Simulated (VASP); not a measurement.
Here is a VASP 6.6.1 calculation.

INCAR

```
SYSTEM = Pt
PREC = Accurate
ENCUT = 520
EDIFF = 1E-7
ISMEAR = 0
SIGMA = 0.15
LREAL = .FALSE.
LASPH = .TRUE.
NELM = 60
ALGO = Fast
ISIF = 2
LWAVE = .FALSE.
LCHARG = .FALSE.
GGA = PE
NBANDS = 17
```

File KPOINTS:

```
Automatic mesh
0
G
  18 18 10
  0 0 0
```

Contents of POSCAR:

```
Pt
1.0
    2.3447586725      0.0000000000      0.0000000000
   -1.1723793363      2.1500688453      0.0000000000
    0.0000000000      0.0000000000      4.7813829983
Pt
2
Direct
    0.6666666667      0.3333333333      0.7500000000
    0.3333333333      0.6666666667      0.2500000000
```

Potentials or basis: VASP PAW PBE potentials, release 64 (Pt).

Launch:

```sh
$ cat potpaw_PBE.64/Pt/POTCAR > POTCAR
$ mpirun -np 1 vasp_std > vasp.out
```

Predict the largest force.

0.010 eV/Å.

Predict the band gap on the k mesh.

zero (band 10 reaches 17.78 eV, above the bottom of band 11 at 14.88 eV).

Predict the pressure.

158.2 GPa.

Stress tensor (GPa, compression positive):
```
235.57   0.00   0.00
  0.00 172.63   0.00
  0.00   0.00  66.43
```

Caveat: the cell differs from its parent crystal (normal strain along x -0.1500, normal strain along y -0.1000); spin-orbit coupling is left out, which moves the levels of the heavy elements.
